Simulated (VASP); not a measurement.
Input of a VASP 6.6.1 run:

INCAR

```
SYSTEM = Na3BiH6
PREC = Accurate
ENCUT = 600
EDIFF = 1E-6
ISMEAR = 0
SIGMA = 0.02
LREAL = .False.
LASPH = .True.
NELM = 60
ALGO = Normal
ISIF = 3
LWAVE = .False.
LCHARG = .False.
GGA = PE
IBRION = 2
NSW = 100
EDIFFG = -0.01
```

KPOINTS

```
Automatic mesh
0
Gamma
  6 6 6
  0 0 0
```

POSCAR

```
Na3BiH6
1.0
   -4.1497674714      4.1497674714      4.1497674714
    4.1497674714     -4.1497674714      4.1497674714
    4.1497674714      4.1497674714     -4.1497674714
Na Bi H
3 1 6
Direct
    0.0000000000      0.5000000000      0.5000000000
    0.5000000000      0.0000000000      0.5000000000
    0.5000000000      0.5000000000      0.0000000000
    0.0000000000      0.0000000000      0.0000000000
    0.0000000000      0.2542902377      0.2542902377
    0.0000000000      0.7457097623      0.7457097623
    0.2542902377      0.0000000000      0.2542902377
    0.7457097623      0.0000000000      0.7457097623
    0.2542902377      0.2542902377      0.0000000000
    0.7457097623      0.7457097623      0.0000000000
```

Potentials or basis: VASP PAW PBE potentials, release 64 (Na_pv, Bi_d, H).

Command:

```sh
$ cat potpaw_PBE.64/Na_pv/POTCAR potpaw_PBE.64/Bi_d/POTCAR potpaw_PBE.64/H/POTCAR > POTCAR
$ mpirun -np 1 vasp_std > vasp.out
```

Problem. Predict the band gap on the k mesh.

Solution. 1.76 eV, indirect (least direct gap 1.81 eV).

Forces on the atoms (eV/Å):
```
Na   0.000  0.000  0.000
Na   0.000  0.000  0.000
Na   0.000  0.000  0.000
Bi   0.000  0.000  0.000
H   -0.004  0.000  0.000
H    0.004  0.000  0.000
H    0.000 -0.004  0.000
H    0.000  0.004  0.000
H    0.000  0.000 -0.004
H    0.000  0.000  0.004
```

Caveat: the relaxation stopped at its first step, so nothing moved; spin-orbit coupling is left out, which moves the levels of the heavy elements. A k mesh can miss the band edges.
